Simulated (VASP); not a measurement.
The system is SiF5.

```
CELL_PARAMETERS angstrom
-3.20000 3.20000 1.70000
3.20000 -3.20000 1.70000
3.20000 3.20000 -1.70000
ATOMIC_POSITIONS crystal
Si 0.00000 0.00000 0.00000
F 0.92000 0.24500 0.16500
F 0.75500 0.92000 0.67500
F 0.08000 0.75500 0.83500
F 0.24500 0.08000 0.32500
F 0.50000 0.50000 0.00000
```

```yaml
Program: VASP 6.6.1
Task: relaxation of cell and atoms
Functional: PBE
Potentials_or_basis: VASP PAW PBE potentials, release 64 (Si, F)
Cutoff: 600 eV
k_mesh: 5 × 5 × 5
Occupations: gaussian, width 0.2 eV
Spin: no spin polarisation
```

At the start: pressure 10.1 GPa; volume 11.61 Å³/atom.

How do energy, volume and symmetry change on relaxing?

Over 20 steps the energy falls by 52.9 meV/atom and the volume is 14.84 Å³/atom (+27.9 %); space group I4/m (No. 87, to 0.1 Å) before and after.

Step by step:
| step | energy change (eV) | largest force (eV/Å) | pressure (GPa) | volume (Å³) |
| --- | --- | --- | --- | --- |
| 1 | 0.0000 | 0.5557 | 10.09 | 69.63 |
| 2 | -0.1300 | 1.2986 | -5.08 | 77.23 |
| 3 | -0.1879 | 0.6890 | -0.35 | 74.33 |
| 4 | -0.2650 | 0.0341 | 1.20 | 76.03 |
| 5 | -0.2652 | 0.0169 | 1.10 | 75.95 |
| 6 | -0.2697 | 0.1471 | 0.02 | 77.03 |
| 7 | -0.2700 | 0.1924 | -0.33 | 77.39 |
| 8 | -0.2738 | 0.1493 | -0.23 | 77.88 |
| 9 | -0.2817 | 0.0192 | 0.08 | 79.37 |
| 10 | -0.2821 | 0.2769 | 0.83 | 82.40 |
| 11 | -0.2845 | 0.1470 | 0.50 | 81.03 |
| 12 | -0.2869 | 0.1256 | 0.36 | 81.43 |
| 13 | -0.2932 | 0.0643 | -0.03 | 82.63 |
| 14 | -0.3015 | 0.0507 | -0.73 | 85.05 |
| 15 | -0.3015 | 0.2462 | -1.94 | 90.01 |
| 16 | -0.3045 | 0.1260 | -1.23 | 87.20 |
| 17 | -0.3109 | 0.0498 | -0.73 | 87.73 |
| 18 | -0.3155 | 0.1570 | 0.46 | 89.03 |
| 19 | -0.3160 | 0.1082 | 0.18 | 88.72 |
| 20 | -0.3173 | 0.0034 | -0.20 | 89.05 |

Final structure:
```
CELL_PARAMETERS angstrom
-3.50034 3.50034 1.81701
3.50034 -3.50034 1.81701
3.50034 3.50034 -1.81701
ATOMIC_POSITIONS crystal
Si 0.00000 0.00000 0.00000
F 0.92890 0.22649 0.15539
F 0.77351 0.92890 0.70241
F 0.07110 0.77351 0.84461
F 0.22649 0.07110 0.29759
F 0.50000 0.50000 0.00000
```

Caveat: the k points lie up to 0.39 Å⁻¹ apart in the final cell, too coarse for converged energies and pressures of a metal; the volume moved by over 15 % at a fixed basis, so the end points are rough; an odd number of electrons without spin polarisation forces a metal; a magnetic or distorted state may lie lower.
